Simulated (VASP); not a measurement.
# ZnSnN2 (P-4m2) in VASP: a series of runs

Aim: see how the results for ZnSnN2 move with the level of theory and the settings. Levels: PBE, r2SCAN. Tasks: single point.

Everything below comes from runs of VASP 6.6.1. Logs are shortened: lines on timing, memory, paths and dates and some standing lists are left out, and cuts for length are marked.

## Step 1: The cell of the first run

The structure is tetragonal, space group P-4m2 (No. 115). Conventional cell: a = 3.534 Å, b = 3.534 Å, c = 9.350 Å, α = 90.00°, β = 90.00°, γ = 90.00°. Zn (site symmetry 2mm) has 4 N at 1.98 to 2.24 Å within 2.6 Å. N (site symmetry -4m2) has 4 Zn at 1.98 Å within 2.6 Å. N (site symmetry 2mm) has 2 Sn at 2.06 Å and 2 Zn at 2.24 Å within 2.7 Å. Within 2.9 Å of N (site symmetry -4m2) lie 4 Sn at 2.22 Å. Within 2.7 Å of Sn (site symmetry 2mm) lie 4 N at 2.06 to 2.22 Å.

## Step 2: Single point, PBE (volume changed by +3%)

INCAR reads:

```
  PREC = Accurate
  ENCUT = 520
  EDIFF = 1E-6
  ISMEAR = -1
  SIGMA = 0.02
  LREAL = False
  LASPH = True
  NELM = 80
  ALGO = Normal
  ISIF = 2
  LWAVE = False
  LCHARG = False
  GGA = PE
  NBANDS = 46
```

KPOINTS reads:

```
Automatic mesh
0
Gamma
  6 6 2
```

POSCAR reads:

```
ZnSnN2
1.0
    3.5337027930      0.0000000000      0.0000000000
    0.0000000000      3.5337027930      0.0000000000
    0.0000000000      0.0000000000      9.3496394608
Zn N Sn
2 4 2
Direct
    0.5000000000      0.0000000000      0.9038118136
    0.0000000000      0.5000000000      0.0961881864
    0.5000000000      0.5000000000      0.0000000000
    0.0000000000      0.0000000000      0.2426800014
    0.5000000000      0.5000000000      0.5000000000
    0.0000000000      0.0000000000      0.7573199986
    0.5000000000      0.0000000000      0.3559829609
    0.0000000000      0.5000000000      0.6440170391
```

Potentials or basis: VASP PAW PBE potentials, release 64 (Zn, N, Sn_d).

Launch:

```sh
> cat potpaw_PBE.64/Zn/POTCAR potpaw_PBE.64/N/POTCAR potpaw_PBE.64/Sn_d/POTCAR > POTCAR
> mpirun -np 1 vasp_std > vasp.out
```

OUTCAR:

```text
PREC = Accurate
   ENCUT = 520
   EDIFF = 1E-6
   ISMEAR = -1
   LREAL = False
   LASPH = True
   NELM = 80
   ISIF = 2
   GGA = PE

 ion  position               nearest neighbor table
   1  0.500  0.000  0.904-   3 1.98   3 1.98   6 2.24   6 2.24
   2  0.000  0.500  0.096-   3 1.98   3 1.98   4 2.24   4 2.24
   3  0.500  0.500  0.000-   1 1.98   2 1.98   1 1.98   2 1.98
   4  0.000  0.000  0.243-   7 2.06   7 2.06   2 2.24   2 2.24
   5  0.500  0.500  0.500-   7 2.22   8 2.22   7 2.22   8 2.22
   6  0.000  0.000  0.757-   8 2.06   8 2.06   1 2.24   1 2.24
   7  0.500  0.000  0.356-   4 2.06   4 2.06   5 2.22   5 2.22   8 3.67   8 3.67   8 3.67   8 3.67

   8  0.000  0.500  0.644-   6 2.06   6 2.06   5 2.22   5 2.22   7 3.67   7 3.67   7 3.67   7 3.67

  LATTYP: Found a simple tetragonal cell.
 ALAT       =     3.5337027930
 C/A-ratio  =     2.6458477151

  Lattice vectors:

 A1 = (   3.5337027930,   0.0000000000,   0.0000000000)
 A2 = (   0.0000000000,   3.5337027930,   0.0000000000)
 A3 = (   0.0000000000,   0.0000000000,   9.3496394608)

Analysis of symmetry for initial positions (statically):
=====================================================================
 Subroutine PRICEL returns:
 Original cell was already a primitive cell.

 Routine SETGRP: Setting up the symmetry group for a
 simple tetragonal supercell.

 Subroutine GETGRP returns: Found  8 space group operations
 (whereof  8 operations were pure point group operations)
 out of a pool of 16 trial point group operations.

The static configuration has the point symmetry D_2d.

Analysis of symmetry for dynamics (positions and initial velocities):
=====================================================================
 Subroutine PRICEL returns:
 Original cell was already a primitive cell.

 Routine SETGRP: Setting up the symmetry group for a
 simple tetragonal supercell.

 Subroutine GETGRP returns: Found  8 space group operations
 (whereof  8 operations were pure point group operations)
 out of a pool of 16 trial point group operations.

The dynamic configuration has the point symmetry D_2d.

 Subroutine INISYM returns: Found  8 space group operations
 (whereof  8 operations are pure point group operations),
 and found     1 'primitive' translations

----------------------------------------------------------------------------------------

                                     Primitive cell

  volume of cell :     116.7495

  direct lattice vectors                    reciprocal lattice vectors
     3.533702793  0.000000000  0.000000000     0.282989277  0.000000000  0.000000000
     0.000000000  3.533702793  0.000000000     0.000000000  0.282989277  0.000000000
     0.000000000  0.000000000  9.349639461     0.000000000  0.000000000  0.106955996

  length of vectors
     3.533702793  3.533702793  9.349639461     0.282989277  0.282989277  0.106955996

  position of ions in fractional coordinates (direct lattice)
     0.500000000  0.000000000  0.903811814
     0.000000000  0.500000000  0.096188186
     0.500000000  0.500000000  0.000000000
     0.000000000  0.000000000  0.242680001
     0.500000000  0.500000000  0.500000000
     0.000000000  0.000000000  0.757319999
     0.500000000  0.000000000  0.355982961
     0.000000000  0.500000000  0.644017039

  ion indices of the primitive-cell ions
   primitive index   ion index
                 1           1
                 2           2
                 3           3
                 4           4
                 5           5
                 6           6
                 7           7
                 8           8

----------------------------------------------------------------------------------------

 KPOINTS: Automatic mesh

Automatic generation of k-mesh.
 Grid dimensions read from file:
 generate k-points for:    6    6    2

 Generating k-lattice:

  Cartesian coordinates                     Fractional coordinates (reciprocal lattice)
     0.047164880  0.000000000  0.000000000     0.166666667  0.000000000  0.000000000
     0.000000000  0.047164880  0.000000000     0.000000000  0.166666667  0.000000000
     0.000000000  0.000000000  0.053477998     0.000000000  0.000000000  0.500000000

  Length of vectors
     0.047164880  0.047164880  0.053477998

  Shift w.r.t. Gamma in fractional coordinates (k-lattice)
     0.000000000  0.000000000  0.000000000

 Subroutine IBZKPT returns following result:
 ===========================================

 Found     20 irreducible k-points:

 Following reciprocal coordinates:
            Coordinates               Weight
  0.000000  0.000000  0.000000      1.000000
  0.166667  0.000000  0.000000      4.000000
  0.333333  0.000000  0.000000      4.000000
  0.500000  0.000000  0.000000      2.000000
  0.166667  0.166667  0.000000      4.000000
  0.333333  0.166667  0.000000      8.000000
[... 12 lines left out ...]
  0.500000  0.333333  0.500000      4.000000
  0.500000  0.500000  0.500000      1.000000
   k-points           NKPTS =     20   k-points in BZ     NKDIM =     20   number of bands    NBANDS=     46
   number of dos      NEDOS =    301   number of ions     NIONS =      8
   total plane-waves  NPLWV =  54880
   dimension x,y,z NGX =    28 NGY =   28 NGZ =   70
   dimension x,y,z NGXF=    56 NGYF=   56 NGZF=  140
   ions per type =               2   4   2
   NGX,Y,Z   is equivalent  to a cutoff of  13.17, 13.17, 12.45 a.u.
   NGXF,Y,Z  is equivalent  to a cutoff of  26.35, 26.35, 24.89 a.u.
 SYSTEM =  unknown system
   PREC   = accura    normal or accurate (medium, high low for compatibility)
   ISTART =      0    job   : 0-new  1-cont  2-samecut
   ICHARG =      2    charge: 1-file 2-atom 10-const
   ISPIN  =      1    spin polarized calculation?
   LNONCOLLINEAR =      F non collinear calculations
   LSORBIT =      F    spin-orbit coupling
   LASPH  =      T    aspherical Exc in radial PAW
   ENCUT  =  520.0 eV  38.22 Ry    6.18 a.u.   6.57  6.57 17.38*2*pi/ulx,y,z
   NELM   =     80;   NELMIN=  2; NELMDL= -5     # of ELM steps
   EDIFF  = 0.1E-05   stopping-criterion for ELM
   LREAL  =      F    real-space projection
   EDIFFG = 0.1E-04   stopping-criterion for IOM
   NSW    =      0    number of steps for IOM
   IBRION =     -1    ionic relax: 0-MD 1-quasi-New 2-CG
   NFREE  =      0    steps in history (QN), initial steepest desc. (CG)
   ISIF   =      2    stress and relaxation
   ISYM   =      2    0-nonsym 1-usesym 2-fastsym
   POTIM  = 0.5000    time-step for ionic-motion
   TEBEG  =    0.0;   TEEND  =   0.0 temperature during run
   PSTRESS=    0.0 pullay stress
   NELECT =      72.0000    total number of electrons
   NUPDOWN=      -1.0000    fix difference up-down
   EMIN   =  10.00;   EMAX   =-10.00  energy-range for DOS
   EFERMI =   0.00;   METHOD = LEGACY
   ISMEAR =    -1;   SIGMA  =   0.02  broadening in eV -4-tet -1-fermi 0-gaus
   EFERMI_NEDOS =   21; number of points for ismear=-14 and -15
   IALGO  =     38    algorithm
   IMIX   =      4    mixing-type and parameters
     AMIX     =   0.40;   BMIX     =  1.00
     AMIX_MAG =   1.60;   BMIX_MAG =  1.00
  volume/ion in A,a.u.               =      14.59        98.48
  Fermi-wavevector in a.u.,A,eV,Ry     =   1.393480  2.633295 26.419604  1.941786
  Thomas-Fermi vector in A             =   2.517122
   LORBIT       =      0    0 simple, 1 ext, 2 COOP (PROOUT), +10 PAW based schemes
   GGA     = PE    functional components
   LHFCALC =     F    Hartree Fock is set to
   AEXX    =    0.0000 exact exchange contribution
   IVDW    =     0    specifies the selected vdW correction
   LEPSILON=     F    determine dielectric tensor
   LRPA    =     F    only Hartree local field effects (RPA)
 non-spin polarized calculation
  energy-cutoff  :      520.00
  volume of cell :      116.75
 maximum number of plane-waves:      3186
 NGX is ok and might be reduce to    28
   NGX = 13   NGY = 13   NGZ = 35

 number of electron      72.0000045 magnetization

 Free energy of the ion-electron system (eV)
  ---------------------------------------------------
  ext. energy  EPLUGINS =         0.00000000
  ---------------------------------------------------
  free energy    TOTEN  =       -41.39531521 eV

  energy without entropy =      -41.39340533  energy(sigma->0) =      -41.39436027

 E-fermi :   5.2200     XC(G=0): -10.6977

 val. band max:        5.1842846652   @ k =   0.5000   0.0000   0.0000
 cond. band min:       5.6959751787   @ k =   0.1667   0.0000   0.0000
 fundamental gap:      0.5116905135
 Fermi energy:         5.2199685367

 k-point     1 :       0.0000    0.0000    0.0000
  band No.  band energies     occupation
      1     -17.0264      2.00000
      2     -16.9652      2.00000
      3     -16.8341      2.00000
      4     -16.8341      2.00000
      5     -16.7916      2.00000
      6     -16.7741      2.00000
[... 38 lines left out ...]
     45      12.1539      0.00000
     46      13.5240      0.00000

 k-point     2 :       0.1667    0.0000    0.0000
  band No.  band energies     occupation
      1     -17.0021      2.00000
      2     -16.9455      2.00000
      3     -16.8544      2.00000
      4     -16.8307      2.00000
      5     -16.8095      2.00000
      6     -16.7784      2.00000
[... 38 lines left out ...]
     45      12.2421      0.00000
     46      12.5403      0.00000

 k-point     3 :       0.3333    0.0000    0.0000
  band No.  band energies     occupation
      1     -16.9646      2.00000
      2     -16.9161      2.00000
      3     -16.8872      2.00000
      4     -16.8541      2.00000
      5     -16.8232      2.00000
      6     -16.7753      2.00000
[... 38 lines left out ...]
     45      12.2187      0.00000
     46      12.6984      0.00000

 k-point     4 :       0.5000    0.0000    0.0000
  band No.  band energies     occupation
      1     -16.9577      2.00000
      2     -16.9100      2.00000
      3     -16.8906      2.00000
      4     -16.8748      2.00000
      5     -16.8189      2.00000
      6     -16.7791      2.00000
[... 724 lines left out ...]
     45      12.1483      0.00000
     46      12.7978      0.00000

 k-point    19 :       0.5000    0.3333    0.5000
  band No.  band energies     occupation
      1     -17.0077      2.00000
      2     -16.9162      2.00000
      3     -16.8712      2.00000
      4     -16.8135      2.00000
      5     -16.7923      2.00000
      6     -16.7745      2.00000
[... 38 lines left out ...]
     45      12.5498      0.00000
     46      12.9374      0.00000

 k-point    20 :       0.5000    0.5000    0.5000
  band No.  band energies     occupation
      1     -17.0256      2.00000
      2     -16.9255      2.00000
      3     -16.8735      2.00000
      4     -16.8048      2.00000
      5     -16.7747      2.00000
      6     -16.7747      2.00000
[... 38 lines left out ...]
     45      13.2262      0.00000
     46      13.2262      0.00000

------------------------ aborting loop because EDIFF is reached ----------------------------------------

  FORCE on cell =-STRESS in cart. coord.  units (eV):
  Direction    XX          YY          ZZ          XY          YZ          ZX
  --------------------------------------------------------------------------------------
  -------------------------------------------------------------------------------------
  Total       -2.5641176     -2.5641176     -2.0545831      0.0000000      0.0000000      0.0000000
  in kB      -35.1879216    -35.1879216    -28.1954730      0.0000000      0.0000000      0.0000000
  external PRESSURE =     -32.8571054 kB  Pullay stress =       0.0000000 kB

 VOLUME and BASIS-vectors are now :
 -----------------------------------------------------------------------------
  energy-cutoff  :      520.00
  volume of cell :      116.75
      direct lattice vectors                 reciprocal lattice vectors
     3.533702793  0.000000000  0.000000000     0.282989277  0.000000000  0.000000000
     0.000000000  3.533702793  0.000000000     0.000000000  0.282989277  0.000000000
     0.000000000  0.000000000  9.349639461     0.000000000  0.000000000  0.106955996

 POSITION                                       TOTAL-FORCE (eV/Angst)
 -----------------------------------------------------------------------------------
      1.76685      0.00000      8.45031         0.000000     -0.000000      0.004504
      0.00000      1.76685      0.89932        -0.000000     -0.000000     -0.004504
      1.76685      1.76685      0.00000         0.000000     -0.000000      0.000000
      0.00000      0.00000      2.26897         0.000000     -0.000000      0.115818
      1.76685      1.76685      4.67482         0.000000      0.000000      0.000000
      0.00000      0.00000      7.08067         0.000000     -0.000000     -0.115818
      1.76685      0.00000      3.32831         0.000000     -0.000000     -0.030707
      0.00000      1.76685      6.02133         0.000000     -0.000000      0.030707
 -----------------------------------------------------------------------------------
    total drift:                                0.000000     -0.000000     -0.000000

  FREE ENERGIE OF THE ION-ELECTRON SYSTEM (eV)
  ---------------------------------------------------
  free  energy   TOTEN  =       -41.3953152100 eV

  energy  without entropy=      -41.3934053274  energy(sigma->0) =      -41.39436027
```

It took 2.5 min on 1 thread of Intel Xeon Platinum 8488C (Sapphire Rapids), shared host; peak memory 0.27 GiB.

What came out:

```
Free energy            : -41.3953 eV
Pressure               : -3.3 GPa
Largest force          : 0.116 eV/Å
Band gap on the k mesh : zero (band 36 reaches 5.18 eV, above the bottom of band 37 at 5.09 eV)
```

Forces in eV/Å, atoms in the order of the input:
```
Zn   0.000  0.000  0.005
Zn   0.000  0.000 -0.005
N    0.000  0.000  0.000
N    0.000  0.000  0.116
N    0.000  0.000  0.000
N    0.000  0.000 -0.116
Sn   0.000  0.000 -0.031
Sn   0.000  0.000  0.031
```

Stress tensor (GPa, compression positive):
```
-3.52  0.00  0.00
 0.00 -3.52  0.00
 0.00  0.00 -2.82
```

Levels at points of the mesh, in eV from the Fermi level:
```tsv
k point	band 33	band 34	band 35	band 36	band 37	band 38	band 39	band 40
(0.00, 0.00, 0.00)	-1.65	-0.86	-0.31	-0.13	-0.13	1.16	1.92	3.65
(0.50, 0.00, 0.00)	-1.21	-1.15	-0.34	-0.04	1.10	1.29	3.90	4.61
(0.50, 0.50, 0.00)	-2.74	-1.67	-1.67	-1.54	1.38	1.85	3.35	3.35
(0.00, 0.00, 0.50)	-1.50	-1.50	-0.19	-0.19	0.79	0.96	1.54	3.40
(0.50, 0.00, 0.50)	-1.85	-1.15	-0.65	-0.04	1.34	1.55	3.80	4.67
(0.50, 0.50, 0.50)	-3.21	-1.73	-1.73	-1.70	1.93	2.33	3.40	3.40
```

Caveat: spin-orbit coupling is left out, which moves the levels of the heavy elements.

## Step 3: Single point, PBE (volume changed by +6%)

INCAR reads:

```
PREC = Accurate ; ENCUT = 520
EDIFF = 1E-7 ; ISMEAR = -1
SIGMA = 0.02 ; LREAL = F
LASPH = T ; NELM = 80
ALGO = Normal ; ISIF = 2
LWAVE = F ; LCHARG = F
GGA = PE ; NBANDS = 46
```

KPOINTS reads:

```
regular mesh
0
Gamma
  6 6 2
```

Edit POSCAR of step 2 so:

```diff
@@ -2,5 +2,5 @@
 1.0
-    3.5337027930      0.0000000000      0.0000000000
-    0.0000000000      3.5337027930      0.0000000000
-    0.0000000000      0.0000000000      9.3496394608
+    3.5676827889      0.0000000000      0.0000000000
+    0.0000000000      3.5676827889      0.0000000000
+    0.0000000000      0.0000000000      9.4395453556
 Zn N Sn
```

Potentials or basis: VASP PAW PBE potentials, release 64 (Zn, N, Sn_d).

Launch:

```sh
> cat potpaw_PBE.64/Zn/POTCAR potpaw_PBE.64/N/POTCAR potpaw_PBE.64/Sn_d/POTCAR > POTCAR
> mpirun -np 1 vasp_std > vasp.out
```

Run time: 3.6 min. Hardware: 1 thread of Intel Xeon Platinum 8488C (Sapphire Rapids), shared host; peak memory 0.27 GiB.

It converged, with:

```
Free energy            : -41.2944 eV
Pressure               : -6.3 GPa
Largest force          : 0.207 eV/Å
Band gap on the k mesh : zero (band 36 reaches 4.86 eV, above the bottom of band 37 at 4.77 eV)
```

Forces in eV/Å, atoms in the order of the input:
```
Zn   0.000  0.000  0.055
Zn   0.000  0.000 -0.055
N    0.000  0.000  0.000
N    0.000  0.000  0.207
N    0.000  0.000  0.000
N    0.000  0.000 -0.207
Sn   0.000  0.000 -0.041
Sn   0.000  0.000  0.041
```

Stress tensor (GPa, compression positive):
```
-6.78  0.00  0.00
 0.00 -6.78  0.00
 0.00  0.00 -5.41
```

Levels at points of the mesh, in eV from the Fermi level:
| k point | band 33 | band 34 | band 35 | band 36 | band 37 | band 38 | band 39 | band 40 |
| --- | --- | --- | --- | --- | --- | --- | --- | --- |
| (0.00, 0.00, 0.00) | -1.57 | -0.90 | -0.32 | -0.13 | -0.13 | 1.20 | 1.84 | 3.56 |
| (0.50, 0.00, 0.00) | -1.18 | -1.08 | -0.31 | -0.04 | 1.03 | 1.19 | 3.87 | 4.58 |
| (0.50, 0.50, 0.00) | -2.65 | -1.62 | -1.62 | -1.44 | 1.40 | 1.90 | 3.22 | 3.22 |
| (0.00, 0.00, 0.50) | -1.43 | -1.43 | -0.19 | -0.19 | 0.73 | 0.96 | 1.53 | 3.36 |
| (0.50, 0.00, 0.50) | -1.84 | -1.08 | -0.63 | -0.04 | 1.28 | 1.44 | 3.76 | 4.59 |
| (0.50, 0.50, 0.50) | -3.12 | -1.68 | -1.68 | -1.60 | 1.93 | 2.38 | 3.27 | 3.27 |

Caveat: spin-orbit coupling is left out, which moves the levels of the heavy elements.

[end of part 1 of 3]
